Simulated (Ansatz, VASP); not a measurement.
# One calculation of SnSe2, two programs

File INCAR:

```
SYSTEM = SnSe2
  ALGO = Normal
  EDIFF = 1E-6
  ENCUT = 520
  GGA = PE
  ISIF = 2
  ISMEAR = 0
  LASPH = .True.
  LCHARG = .False.
  LREAL = .False.
  LWAVE = .False.
  NBANDS = 20
  NELM = 60
  PREC = Accurate
  SIGMA = 0.05
```

File KPOINTS:

```
k-points
0
Gamma
  12 12 6
  0 0 0
```

File POSCAR:

```
SnSe2
1.0
    3.8109987816      0.0000000000      0.0000000000
   -1.9054993908      3.3004217586      0.0000000000
    0.0000000000      0.0000000000      5.9528900000
Sn Se
1 2
Direct
    0.0000000000      0.0000000000      0.0000000000
    0.3333333333      0.6666666667      0.2500000000
    0.6666666667      0.3333333333      0.7500000000
```

Input for Ansatz:

```yaml
crystal:
  lattice:
    - [3.8109987816, 0.0, 0.0]
    - [-1.9054993908, 3.3004217586, 0.0]
    - [0.0, 0.0, 5.95289]
  atoms:
    - { symbol: Sn, position: [0.0, 0.0, 0.0] }
    - { symbol: Se, position: [0.3333333333, 0.6666666667, 0.25] }
    - { symbol: Se, position: [0.6666666667, 0.3333333333, 0.75] }
basis:
  ecutwfc: 420
kpoints:
  mp_grid: { grid: [12, 12, 6] }
hamiltonian:
  xc: pbe
scf:
  occupations: { method: gaussian, width: 0.05 }
output:
  forces: true
  stress: true
  eigenvalues: true
```

Change from the starting cell: strain -0.0300 x Voigt [0, 0, 1, 0, 0, 0], atoms carried along.

Alike in both runs: task single point; functional PBE; k mesh 12 × 12 × 6; occupations gaussian, width 0.05 eV; no spin polarisation.

|  | VASP | Ansatz |
| --- | --- | --- |
| version | VASP 6.6.1 | Ansatz 0.2.0 |
| potentials or method | VASP PAW PBE potentials, release 64 (Sn_d, Se), cutoff 520 eV | scalar-relativistic, plane waves, PAW |
| valence electrons in the cell | 26 | 46 |

Ansatz gave:

```
gap on the k mesh at the Fermi level (eV)                     : 0.60
least direct gap on the mesh (eV)                             : 0.88
pressure (GPa)                                                : 7.8
traceless stress, the component that is largest in VASP (GPa) : 1.88
rms of the force components (eV/Å)                            : 0.557
```

Which values does VASP return?

gap on the k mesh at the Fermi level (eV): 0.59; least direct gap on the mesh (eV): 0.87; pressure (GPa): 7.9; traceless stress, the component that is largest in VASP (GPa): 1.87; rms of the force components (eV/Å): 0.565.

Atom by atom the forces differ by 0.008 eV/Å (rms over components). With one functional, cell and mesh, what is left measures potentials, basis and numerics. VASP's potentials hold 26 valence electrons a cell and Ansatz's 46, so a difference there can come from the potentials and not from the codes.
